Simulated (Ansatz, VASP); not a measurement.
GaN in VASP and in Ansatz

```
CELL_PARAMETERS angstrom
0.00000 2.10860 2.10860
2.10860 0.00000 2.10860
2.10860 2.10860 0.00000
ATOMIC_POSITIONS crystal
Ga 0.00000 0.00000 0.00000
N 0.50000 0.50000 0.50000
```

Alike in both runs: functional r2SCAN; k mesh 15 × 15 × 15; occupations fermi-dirac, width 0.1 eV; no spin polarisation.

Ansatz relaxed the structure, and its values are those at the end. VASP's run is a single point on that final structure, the one shown.

|  | VASP | Ansatz |
| --- | --- | --- |
| version | VASP 6.6.1 | Ansatz 0.2.0 |
| potentials or method | VASP PAW PBE potentials, release 64 (Ga_d, N) | PAW with Ansatz's default frozen-core files, scalar-relativistic |
| plane-wave cutoff (eV) | 520 | 500 |
| valence electrons in the cell | 18 | 18 |

|  | VASP | Ansatz | Ansatz less VASP |
| --- | --- | --- | --- |
| pressure (GPa) | 1.3 | 0.0 | -1.34 |

VASP's potentials were made for PBE, not for r2SCAN.
